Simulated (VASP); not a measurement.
A run of VASP 6.6.1 is set up as follows.

INCAR

```
ALGO = Normal
EDIFF = 1E-6
ENCUT = 520
GGA = PS
ISIF = 2
ISMEAR = 0
LASPH = T
LCHARG = F
LREAL = F
LWAVE = F
NBANDS = 33
NELM = 60
PREC = Accurate
SIGMA = 0.15
```

KPOINTS

```
k-points
0
Gamma
  12 12 16
```

Contents of POSCAR:

```
TaN
1.0
    5.3342884956      0.0000000000      0.0000000000
   -2.6671442478      4.6196293483      0.0000000000
    0.0000000000      0.0000000000      2.9828771912
Ta N
3 3
Direct
    0.3333333333      0.6666666667      0.5000000000
    0.6666666667      0.3333333333      0.5000000000
    0.0000000000      0.0000000000      0.0000000000
    0.3933709412      0.0000000000      0.0000000000
    0.6066290588      0.6066290588      0.0000000000
    0.0000000000      0.3933709412      0.0000000000
```

Potentials or basis: VASP PAW PBE potentials, release 64 (Ta_pv, N).

Launch:

```bash
$ cat potpaw_PBE.64/Ta_pv/POTCAR potpaw_PBE.64/N/POTCAR > POTCAR
$ mpirun -np 1 vasp_std > vasp.out
```

Question: What does it give for the largest force?

Answer: 0.330 eV/Å.

Question: What does it give for the band gap on the k mesh?

Answer: Zero (bands 24 and 25 overlap by 2.87 eV).

Stress tensor (GPa, compression positive):
```
-23.53   0.00   0.00
  0.00 -23.53   0.00
  0.00   0.00 -25.12
```

Caveat: the cell differs from its parent crystal (strain +0.030 along x and y, +0.030 along z); the cell stands under tension; the PAW data sets were made with another functional, which shifts forces and pressure a little; spin-orbit coupling is left out, which moves the levels of the heavy elements.
